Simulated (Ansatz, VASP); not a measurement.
SnTe: VASP beside Ansatz

```xyz
2
Lattice="0.0000 3.5108 3.5108 3.5108 0.0000 3.5108 3.5108 3.5108 0.0000" Properties=species:S:1:pos:R:3 pbc="T T T"
Sn    0.0000    0.0000    0.0000
Te    1.7554    1.7554    1.7554
```

Alike in both runs: task single point; functional r2SCAN; k mesh 6 × 6 × 6; occupations fermi-dirac, width 0.02 eV; no spin polarisation.

|  | VASP | Ansatz |
| --- | --- | --- |
| version | VASP 6.6.1 | Ansatz 0.2.0 |
| potentials or method | VASP PAW PBE potentials, release 64 (Sn_d, Te) | plane waves, PAW |
| plane-wave cutoff (eV) | 520 | 500 |
| valence electrons in the cell | 20 | 30 |

```csv
,VASP,Ansatz,Ansatz less VASP
pressure (GPa),1.9,1.9,0.00
```

VASP's potentials were made for PBE, not for r2SCAN. With one functional, cell and mesh, what is left measures potentials, basis and numerics. VASP's potentials hold 20 valence electrons a cell and Ansatz's 30, so a difference there can come from the potentials and not from the codes.

Spin-orbit coupling is off throughout.
